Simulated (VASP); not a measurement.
# TePb (Fm-3m) in VASP: single point with PBE

Aim: the single point of TePb with PBE.

All numbers are computed with VASP 6.6.1; they aren't measurements. Logs are shortened: lines on timing, memory, paths and dates and some standing lists are left out, and cuts for length are marked.

## (1) The cell of the first run

The structure is cubic, space group Fm-3m (No. 225). Conventional cell: a = 6.454 Å, b = 6.454 Å, c = 6.454 Å, α = 90.00°, β = 90.00°, γ = 90.00°. Within 4.2 Å of Te (site symmetry m-3m) lie 6 Pb at 3.23 Å. Pb (site symmetry m-3m) has 6 Te at 3.23 Å within 4.2 Å.

## (2) Single point, PBE, non-collinear spin, zero start, spin-orbit coupling

The input, INCAR:

```
SYSTEM = TePb
PREC = Accurate
ENCUT = 520
EDIFF = 1E-6
ISMEAR = -1
SIGMA = 0.03
LREAL = .False.
LASPH = .True.
NELM = 150
ALGO = Normal
ISIF = 2
LWAVE = .False.
LCHARG = .False.
MAGMOM = 0 0 0 0 0 0
LORBIT = 11
LSORBIT = .True.
GGA_COMPAT = .False.
LORBMOM = .True.
GGA = PE
NBANDS = 32
```

The input, KPOINTS:

```
Automatic mesh
0
Gamma
  10 10 10
  0 0 0
```

The input, POSCAR:

```
TePb
1.0
    0.0000000000      3.2270000000      3.2270000000
    3.2270000000      0.0000000000      3.2270000000
    3.2270000000      3.2270000000      0.0000000000
Te Pb
1 1
Direct
    0.5000000000      0.5000000000      0.5000000000
    0.0000000000      0.0000000000      0.0000000000
```

Potentials or basis: VASP PAW PBE potentials, release 64 (Te, Pb_d).

Launch:

```console
cat potpaw_PBE.64/Te/POTCAR potpaw_PBE.64/Pb_d/POTCAR > POTCAR
mpirun -np 1 vasp_ncl > vasp.out
```

OUTCAR:

```text
SYSTEM = TePb
   PREC = Accurate
   ENCUT = 520
   EDIFF = 1E-6
   ISMEAR = -1
   LREAL = .False.
   LASPH = .True.
   NELM = 150
   ISIF = 2
   LORBIT = 11
   LSORBIT = .True.
   GGA = PE

 ion  position               nearest neighbor table
   1  0.500  0.500  0.500-   2 3.23   2 3.23   2 3.23   2 3.23   2 3.23   2 3.23
   2  0.000  0.000  0.000-   1 3.23   1 3.23   1 3.23   1 3.23   1 3.23   1 3.23

  LATTYP: Found a face centered cubic cell.
 ALAT       =     6.4540000000

  Lattice vectors:

 A1 = (   0.0000000000,   3.2270000000,   3.2270000000)
 A2 = (   3.2270000000,   0.0000000000,   3.2270000000)
 A3 = (   3.2270000000,   3.2270000000,   0.0000000000)

Analysis of symmetry for initial positions (statically):
=====================================================================
 Subroutine PRICEL returns:
 Original cell was already a primitive cell.

 Routine SETGRP: Setting up the symmetry group for a
 face centered cubic supercell.

 Subroutine GETGRP returns: Found 48 space group operations
 (whereof 48 operations were pure point group operations)
 out of a pool of 48 trial point group operations.

The static configuration has the point symmetry O_h .

Analysis of symmetry for dynamics (positions and initial velocities):
=====================================================================
 Subroutine PRICEL returns:
 Original cell was already a primitive cell.

 Routine SETGRP: Setting up the symmetry group for a
 face centered cubic supercell.

 Subroutine GETGRP returns: Found 48 space group operations
 (whereof 48 operations were pure point group operations)
 out of a pool of 48 trial point group operations.

The dynamic configuration has the point symmetry O_h .

Analysis of structural, dynamic, and magnetic symmetry:
=====================================================================
 Subroutine PRICEL returns:
 Original cell was already a primitive cell.

 Routine SETGRP: Setting up the symmetry group for a
 face centered cubic supercell.

 Subroutine GETGRP returns: Found 48 space group operations
 (whereof 48 operations were pure point group operations)
 out of a pool of 48 trial point group operations.

The overall configuration has the point symmetry O_h .

 Subroutine INISYM returns: Found 48 space group operations
 (whereof 48 operations are pure point group operations),
 and found     1 'primitive' translations
[... 1018 lines left out ...]
      3.22700      3.22700      3.22700         0.000000      0.000000     -0.000000
      0.00000      0.00000      0.00000         0.000000      0.000000      0.000000
 -----------------------------------------------------------------------------------
    total drift:                               -0.000000      0.000000      0.000000

  FREE ENERGIE OF THE ION-ELECTRON SYSTEM (eV)
  ---------------------------------------------------
  free  energy   TOTEN  =        -8.0317112316 eV

  energy  without entropy=       -8.0313601789  energy(sigma->0) =       -8.03153571

 orbital moment (x)

 # of ion     p       d       tot
 ----------------------------------------
  1        -0.000  -0.000  -0.000
  2         0.000  -0.000   0.000
 ----------------------------------------
           -0.000  -0.000  -0.000

 orbital moment (y)

 # of ion     p       d       tot
 ----------------------------------------
  1        -0.000   0.000  -0.000
  2        -0.000  -0.000  -0.000
 ----------------------------------------
           -0.000  -0.000  -0.000

 orbital moment (z)

 # of ion     p       d       tot
 ----------------------------------------
  1         0.000   0.000   0.000
  2        -0.000  -0.000  -0.000
 ----------------------------------------
           -0.000  -0.000  -0.000

 Spin-Orbit-Coupling matrix elements

 Ion:    1  E_soc:     -0.2165140
 l=   1
     0.0000000    -0.0361278    -0.0361278
    -0.0361278     0.0000000    -0.0361278
    -0.0361278    -0.0361278     0.0000000
 l=   2
     0.0000000    -0.0000104     0.0000000    -0.0000104     0.0000525
    -0.0000104     0.0000000     0.0000394    -0.0000104     0.0000131
     0.0000000     0.0000394     0.0000000     0.0000394     0.0000000
    -0.0000104    -0.0000104     0.0000394     0.0000000     0.0000131
     0.0000525     0.0000131     0.0000000     0.0000131     0.0000000
 l=   3
     0.0000000     0.0000000     0.0000000     0.0000000     0.0000000     0.0000000     0.0000000
     0.0000000     0.0000000     0.0000000     0.0000000     0.0000000     0.0000000     0.0000000
     0.0000000     0.0000000     0.0000000     0.0000000     0.0000000     0.0000000     0.0000000
     0.0000000     0.0000000     0.0000000     0.0000000     0.0000000     0.0000000     0.0000000
     0.0000000     0.0000000     0.0000000     0.0000000     0.0000000     0.0000000     0.0000000
     0.0000000     0.0000000     0.0000000     0.0000000     0.0000000     0.0000000     0.0000000
     0.0000000     0.0000000     0.0000000     0.0000000     0.0000000     0.0000000     0.0000000

 Ion:    2  E_soc:     -0.9033391
 l=   1
     0.0000000    -0.0832076    -0.0832076
    -0.0832076     0.0000000    -0.0832076
    -0.0832076    -0.0832076     0.0000000
 l=   2
     0.0000000    -0.0134732     0.0000000    -0.0134732    -0.0538757
    -0.0134732     0.0000000    -0.0404068    -0.0134732    -0.0134689
     0.0000000    -0.0404068     0.0000000    -0.0404068     0.0000000
    -0.0134732    -0.0134732    -0.0404068     0.0000000    -0.0134689
    -0.0538757    -0.0134689     0.0000000    -0.0134689     0.0000000
 l=   3
     0.0000000     0.0000000     0.0000000     0.0000000     0.0000000     0.0000000     0.0000000
     0.0000000     0.0000000     0.0000000     0.0000000     0.0000000     0.0000000     0.0000000
     0.0000000     0.0000000     0.0000000     0.0000000     0.0000000     0.0000000     0.0000000
     0.0000000     0.0000000     0.0000000     0.0000000     0.0000000     0.0000000     0.0000000
     0.0000000     0.0000000     0.0000000     0.0000000     0.0000000     0.0000000     0.0000000
     0.0000000     0.0000000     0.0000000     0.0000000     0.0000000     0.0000000     0.0000000
     0.0000000     0.0000000     0.0000000     0.0000000     0.0000000     0.0000000     0.0000000

 total charge

# of ion       s       p       d       tot
------------------------------------------
    1        1.378   1.990   0.019   3.388
    2        1.450   0.609   9.834  11.893
--------------------------------------------------
tot          2.828   2.600   9.853  15.281

 magnetization (x)

# of ion       s       p       d       tot
------------------------------------------
    1       -0.000   0.000   0.000  -0.000
    2       -0.000  -0.000  -0.000  -0.000
--------------------------------------------------
tot         -0.000  -0.000  -0.000  -0.000

 magnetization (y)

# of ion       s       p       d       tot
------------------------------------------
    1        0.000   0.000  -0.000   0.000
    2       -0.000  -0.000   0.000  -0.000
--------------------------------------------------
tot         -0.000  -0.000  -0.000  -0.000

 magnetization (z)

# of ion       s       p       d       tot
------------------------------------------
    1       -0.000   0.000  -0.000  -0.000
    2        0.000  -0.000  -0.000  -0.000
--------------------------------------------------
tot         -0.000   0.000  -0.000  -0.000
```

OSZICAR:

```text
N       E                     dE             d eps       ncg     rms          rms(c)
DAV:   1     0.193587644473E+03    0.19359E+03   -0.87309E+03  3008   0.123E+03
DAV:   2     0.104027627430E+02   -0.18318E+03   -0.17557E+03  3152   0.348E+02
DAV:   3    -0.732457338086E+01   -0.17727E+02   -0.17398E+02  3912   0.125E+02
DAV:   4    -0.807890088401E+01   -0.75433E+00   -0.75344E+00  3640   0.281E+01
DAV:   5    -0.811945931101E+01   -0.40558E-01   -0.40557E-01  4584   0.622E+00    0.406E+00
DAV:   6    -0.802979356400E+01    0.89666E-01   -0.18285E-01  4184   0.340E+00    0.257E+00
DAV:   7    -0.802921604972E+01    0.57751E-03   -0.56100E-02  4104   0.115E+00    0.154E+00
DAV:   8    -0.803099734547E+01   -0.17813E-02   -0.31185E-03  4024   0.441E-01    0.619E-01
DAV:   9    -0.803158860796E+01   -0.59126E-03   -0.14542E-03  3784   0.445E-01    0.101E-01
DAV:  10    -0.803168179189E+01   -0.93184E-04   -0.16758E-04  3704   0.127E-01    0.350E-02
DAV:  11    -0.803170593203E+01   -0.24140E-04   -0.32699E-05  3528   0.505E-02    0.142E-02
DAV:  12    -0.803171044227E+01   -0.45102E-05   -0.49834E-06  3440   0.208E-02    0.660E-03
DAV:  13    -0.803171123164E+01   -0.78936E-06   -0.22776E-06  3416   0.180E-02
   1 F= -.80317112E+01 E0= -.80315357E+01  d E =-.351053E-03  mag=    -0.0000    -0.0000     0.0000
```

It took 2.3 min on 1 thread of Intel Xeon 6975P-C (Granite Rapids), shared host; peak memory 0.47 GiB.

Results:

| Property | Result |
| --- | --- |
| Free energy | -8.0317 eV |
| Pressure | 2.1 GPa |
| Net moment | 0.00 μB per cell |
| Valence electrons inside the program's atomic spheres | Te 3.39; Pb 11.89 |

Moments on the atoms (μB; x, y, z):
```
Te  0.00 0.00 0.00
Pb  0.00 0.00 0.00
```
